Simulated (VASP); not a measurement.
A run of VASP 6.6.1:

Contents of INCAR:

```
  PREC = Accurate
  ENCUT = 600
  EDIFF = 1E-6
  ISMEAR = -1
  SIGMA = 0.08
  LREAL = F
  LASPH = T
  NELM = 60
  ALGO = Normal
  ISIF = 3
  LWAVE = F
  LCHARG = F
  GGA = PE
  IBRION = 2
  NSW = 60
  EDIFFG = -0.005
  PSTRESS = 540.0
```

The input KPOINTS:

```
regular mesh
0
Gamma
  17 17 17
```

POSCAR

```
Ta
1.0
    0.0000000000      1.9769890640      1.9769890640
    1.9769890640      0.0000000000      1.9769890640
    1.9769890640      1.9769890640      0.0000000000
Ta
1
Direct
    0.0000000000      0.0000000000      0.0000000000
```

Potentials or basis: VASP PAW PBE potentials, release 64 (Ta_pv).

Run with:

```bash
$ cat potpaw_PBE.64/Ta_pv/POTCAR > POTCAR
$ mpirun -np 1 vasp_std > vasp.out
```

Hardware: 1 thread of Intel(R) Xeon(R) Platinum 8375C CPU @ 2.90GHz (Ice Lake), with other jobs on the host.

How long does it take, and how much memory?

It took 24 s on 1 thread of Intel(R) Xeon(R) Platinum 8375C CPU @ 2.90GHz (Ice Lake), with other jobs on the host, peak memory 0.16 GiB. Counts: scf iterations 21, k points 165, ion steps 3.
